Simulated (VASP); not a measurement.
# CoH4 (P-3m1) in VASP: further runs, part 2 of 2

VASP 6.6.1. Earlier steps stand in the parts before.

## 3. Single point, PBE

This run uses another cell than the first one, of 8.27 Å³/atom, 1.075 times its volume.

INCAR reads:

```
SYSTEM = CoH4
  PREC = Accurate
  ENCUT = 520
  EDIFF = 1E-6
  ISMEAR = 0
  SIGMA = 0.1
  LREAL = .False.
  LASPH = .True.
  NELM = 80
  ALGO = Normal
  ISIF = 2
  LWAVE = .False.
  LCHARG = .True.
  GGA = PE
  LELF = .True.
  LVHAR = .True.
  NBANDS = 14
```

KPOINTS reads:

```
Automatic mesh
0
Gamma
  18 18 6
  0 0 0
```

POSCAR reads:

```
CoH4
1.0
    2.3768162588      0.0000000000      0.0000000000
   -1.1884081294      2.0583832602      0.0000000000
    0.0000000000      0.0000000000      8.4471675039
Co H
1 4
Direct
    0.0000000000      0.0000000000      0.0000000000
    0.3333333333      0.6666666667      0.8862173909
    0.3333333333      0.6666666667      0.5000133193
    0.6666666667      0.3333333333      0.1137826091
    0.6666666667      0.3333333333      0.4999866807
```

Potentials or basis: VASP PAW PBE potentials, release 64 (Co, H).

Launch:

```sh
$ cat potpaw_PBE.64/Co/POTCAR potpaw_PBE.64/H/POTCAR > POTCAR
$ mpirun -np 1 vasp_std > vasp.out
```

OUTCAR:

```text
SYSTEM = CoH4
   PREC = Accurate
   ENCUT = 520
   EDIFF = 1E-6
   ISMEAR = 0
   LREAL = .False.
   LASPH = .True.
   NELM = 80
   ISIF = 2
   GGA = PE

 ion  position               nearest neighbor table
   1  0.000  0.000  0.000-   2 1.68   4 1.68   2 1.68   4 1.68   4 1.68   2 1.68
   2  0.333  0.667  0.886-   1 1.68   1 1.68   1 1.68
   3  0.333  0.667  0.500-
   4  0.667  0.333  0.114-   1 1.68   1 1.68   1 1.68
   5  0.667  0.333  0.500-

  LATTYP: Found a hexagonal cell.
 ALAT       =     2.3768162588
 C/A-ratio  =     3.5539842311

  Lattice vectors:

 A1 = (   2.3768162588,   0.0000000000,   0.0000000000)
 A2 = (  -1.1884081294,   2.0583832602,   0.0000000000)
 A3 = (   0.0000000000,   0.0000000000,   8.4471675039)

Analysis of symmetry for initial positions (statically):
=====================================================================
 Subroutine PRICEL returns:
 Original cell was already a primitive cell.

 Routine SETGRP: Setting up the symmetry group for a
 hexagonal supercell.

 Subroutine GETGRP returns: Found 12 space group operations
 (whereof 12 operations were pure point group operations)
 out of a pool of 24 trial point group operations.

The static configuration has the point symmetry D_3d.

Analysis of symmetry for dynamics (positions and initial velocities):
=====================================================================
 Subroutine PRICEL returns:
 Original cell was already a primitive cell.

 Routine SETGRP: Setting up the symmetry group for a
 hexagonal supercell.

 Subroutine GETGRP returns: Found 12 space group operations
 (whereof 12 operations were pure point group operations)
 out of a pool of 24 trial point group operations.

The dynamic configuration has the point symmetry D_3d.

 Subroutine INISYM returns: Found 12 space group operations
[... 133 lines left out ...]
   LRPA    =     F    only Hartree local field effects (RPA)
 non-spin polarized calculation
 Gauss-broadening in eV      SIGMA  =   0.10
  energy-cutoff  :      520.00
  volume of cell :       41.33
 maximum number of plane-waves:      1153
 NGX is ok and might be reduce to    18
   NGX =  9   NGY =  9   NGZ = 31

 number of electron      13.0000005 magnetization

 Free energy of the ion-electron system (eV)
  ---------------------------------------------------
  ext. energy  EPLUGINS =         0.00000000
  ---------------------------------------------------
  free energy    TOTEN  =       -18.72449597 eV

  energy without entropy =      -18.71443849  energy(sigma->0) =      -18.71946723

 E-fermi :   1.0537     XC(G=0):  -8.2933

 val. band max:        1.0492044468   @ k =   0.0556   0.0556   0.5000
 cond. band min:       1.0634752328   @ k =   0.1111   0.0000   0.0000
 fundamental gap:      0.0142707860
 Fermi energy:         1.0536745621

 k-point     1 :       0.0000    0.0000    0.0000
  band No.  band energies     occupation
      1      -9.3677      2.00000
      2      -8.0954      2.00000
      3      -4.6531      2.00000
      4      -1.6806      2.00000
      5      -1.0574      2.00000
      6      -1.0574      2.00000
      7       0.9366      1.90221
      8       0.9366      1.90220
      9       4.9196      0.00000
     10       6.8012      0.00000
     11      13.9230      0.00000
     12      15.0398      0.00000
     13      16.3408      0.00000
     14      20.4542      0.00000
[... 377 lines left out ...]
      1      -5.4121      2.00000
      2      -3.4547      2.00000
      3      -2.3398      2.00000
      4      -1.9693      2.00000
      5       0.2062      2.00000
      6       0.3025      2.00000
      7       1.6171      0.00000
      8       3.1287      0.00000
      9       4.8922      0.00000
     10       7.9018      0.00000
     11       9.5359      0.00000
     12      12.3566      0.00000
     13      12.8322      0.00000
     14      14.5226      0.00000

 [... further k-points ...]

------------------------ aborting loop because EDIFF is reached ----------------------------------------

  FORCE on cell =-STRESS in cart. coord.  units (eV):
  Direction    XX          YY          ZZ          XY          YZ          ZX
  --------------------------------------------------------------------------------------
  -------------------------------------------------------------------------------------
  Total       -0.0976783     -0.0976783     -0.0321378      0.0000000      0.0000000     -0.0000000
  in kB       -3.7868280     -3.7868280     -1.2459323      0.0000000      0.0000000     -0.0000000
  external PRESSURE =      -2.9398627 kB  Pullay stress =       0.0000000 kB

 VOLUME and BASIS-vectors are now :
 -----------------------------------------------------------------------------
  energy-cutoff  :      520.00
  volume of cell :       41.33
      direct lattice vectors                 reciprocal lattice vectors
     2.376816259  0.000000000  0.000000000     0.420730882  0.242909088  0.000000000
    -1.188408129  2.058383260  0.000000000     0.000000000  0.485818176  0.000000000
     0.000000000  0.000000000  8.447167504     0.000000000  0.000000000  0.118382878

 POSITION                                       TOTAL-FORCE (eV/Angst)
 -----------------------------------------------------------------------------------
      0.00000      0.00000      0.00000        -0.000000     -0.000000      0.000000
     -0.00000      1.37226      7.48603        -0.000000      0.000000     -0.004858
     -0.00000      1.37226      4.22370         0.000000     -0.000000     -0.000819
      1.18841      0.68613      0.96114         0.000000      0.000000      0.004858
      1.18841      0.68613      4.22347        -0.000000     -0.000000      0.000819
 -----------------------------------------------------------------------------------
    total drift:                                0.000000     -0.000000     -0.000000

  FREE ENERGIE OF THE ION-ELECTRON SYSTEM (eV)
  ---------------------------------------------------
  free  energy   TOTEN  =       -18.7244959739 eV

  energy  without entropy=      -18.7144384925  energy(sigma->0) =      -18.71946723
```

stdout:

```text
POSCAR found type information on POSCAR CoH
 POSCAR found :  2 types and       5 ions
 scaLAPACK will be used
 LDA part: xc-table for (Slater+PW92), standard interpolation
 POSCAR, INCAR and KPOINTS ok, starting setup
 FFT: planning ... GRIDC
 FFT: planning ... GRID_SOFT
 FFT: planning ... GRID
 WAVECAR not read
 entering main loop
```

It took 1.7 min on 1 thread of Intel Xeon Platinum 8259CL at 2.50GHz (Skylake/Cascade Lake), shared host; peak memory 0.24 GiB.

Results:

```
Free energy   : -18.7245 eV
Pressure      : -0.3 GPa
Largest force : 0.005 eV/Å
```

Forces on the atoms (eV/Å):
```
Co   0.000  0.000  0.000
H    0.000  0.000 -0.005
H    0.000  0.000 -0.001
H    0.000  0.000  0.005
H    0.000  0.000  0.001
```

Spin polarisation is off, so any magnetic state and its effect on volume and gap are missing.

## 4. Single point, PBE

This run uses another cell than the first one, of 8.27 Å³/atom, 1.075 times its volume.

INCAR reads:

```
ALGO = Normal
EDIFF = 1E-6
ENCUT = 520
GGA = PE
ISIF = 2
ISMEAR = 0
LASPH = T
LCHARG = F
LREAL = F
LWAVE = F
NBANDS = 14
NELM = 60
PREC = Accurate
SIGMA = 0.1
```

KPOINTS reads:

```
k-points
0
Gamma
  18 18 6
```

POSCAR is that of step 3.

Launch:

```sh
$ cat potpaw_PBE.64/Co/POTCAR potpaw_PBE.64/H/POTCAR > POTCAR
$ mpirun -np 1 vasp_std > vasp.out
```

Wall time 1.7 min (1 thread of Intel Xeon Platinum 8259CL at 2.50GHz (Skylake/Cascade Lake), shared host); peak memory 0.24 GiB.

It converged, with:

```yaml
Free_energy: -18.7245 eV
Pressure: -0.3 GPa
Largest_force: 0.005 eV/Å
```

Forces on the atoms (eV/Å):
```
Co   0.000  0.000  0.000
H    0.000  0.000 -0.005
H    0.000  0.000 -0.001
H    0.000  0.000  0.005
H    0.000  0.000  0.001
```

Stress tensor (GPa, compression positive):
```
-0.38  0.00  0.00
 0.00 -0.38  0.00
 0.00  0.00 -0.12
```

Levels at points of the mesh, in eV from the Fermi level:
| k point | band 2 | band 3 | band 4 | band 5 | band 6 | band 7 | band 8 | band 9 | band 10 | band 11 |
| --- | --- | --- | --- | --- | --- | --- | --- | --- | --- | --- |
| (0.00, 0.00, 0.00) | -9.15 | -5.71 | -2.73 | -2.11 | -2.11 | -0.12 | -0.12 | 3.87 | 5.75 | 12.87 |
| (0.50, 0.00, 0.00) | -3.86 | -3.76 | -2.72 | -0.75 | -0.66 | 0.36 | 1.27 | 4.31 | 5.85 | 7.84 |
| (0.00, 0.00, 0.50) | -9.18 | -5.66 | -2.77 | -2.11 | -2.11 | -0.12 | -0.12 | 3.35 | 7.28 | 9.87 |
| (0.50, 0.00, 0.50) | -3.86 | -3.77 | -2.73 | -0.74 | -0.66 | 0.36 | 1.26 | 4.30 | 5.94 | 7.93 |

Spin polarisation is off, so any magnetic state and its effect on volume and gap are missing.
